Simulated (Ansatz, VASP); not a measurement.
## Ge in VASP and in Ansatz

INCAR

```
PREC = Accurate ; ENCUT = 520
EDIFF = 1E-6 ; ISMEAR = -1
SIGMA = 0.05 ; LREAL = False
LASPH = True ; NELM = 60
ALGO = Normal ; ISIF = 2
LWAVE = False ; LCHARG = False
NBANDS = 21
```

The input KPOINTS:

```
regular mesh
0
Gamma
  11 11 11
```

File POSCAR:

```
Ge
1.0
   -2.5124276075      2.6684188957      1.4464634826
    2.5124276075     -2.6684188957      1.4464634826
    2.5124276075      2.6684188957     -1.4464634826
Ge
2
Direct
    0.3140570000      0.0640570000      0.2500000000
    0.6859430000      0.9359430000      0.7500000000
```

input.yaml

```yaml
crystal:
  lattice:
    - [-2.5124276075, 2.6684188957, 1.4464634826]
    - [2.5124276075, -2.6684188957, 1.4464634826]
    - [2.5124276075, 2.6684188957, -1.4464634826]
  atoms:
    - { symbol: Ge, position: [0.314057, 0.064057, 0.25] }
    - { symbol: Ge, position: [0.685943, 0.935943, 0.75] }
kpoints:
  mp_grid: { grid: [11, 11, 11] }
scf:
  occupations: { method: fermi_dirac, width: 0.05 }
hamiltonian:
  xc: lda
  pseudopotentials: { kind: all_electron, lapw: { basis_error: 0.001 } }
output:
  forces: true
  stress: true
  eigenvalues: true
```

Change from the starting cell: volume scaled by 1.02.

Alike in both runs: task single point; functional LDA; k mesh 11 × 11 × 11; occupations fermi-dirac, width 0.05 eV; no spin polarisation.

|  | VASP | Ansatz |
| --- | --- | --- |
| version | VASP 6.6.1 | Ansatz 0.2.0 |
| potentials or method | VASP PAW LDA potentials, release 64 (Ge_d), cutoff 520 eV | all-electron LAPW, scalar-relativistic |

|  | VASP | Ansatz | Ansatz less VASP |
| --- | --- | --- | --- |
| gap on the k mesh at the Fermi level (eV) | none | none | - |
| pressure (GPa) | -5.4 | -5.4 | +0.06 |
| traceless stress, the component that is largest in VASP (GPa) | 1.06 | 1.05 | -0.007 |
| rms of the force components (eV/Å) | 0.040 | 0.040 | -0.0005 |

LDA's correlation is that of Perdew and Zunger in VASP and of Perdew and Wang (1992) in Ansatz. Atom by atom the forces differ by 0.001 eV/Å (rms over components). A gap of «none» marks a metal or a gap that the smearing closes. Ansatz ran all-electron here, and VASP with PAW potentials.
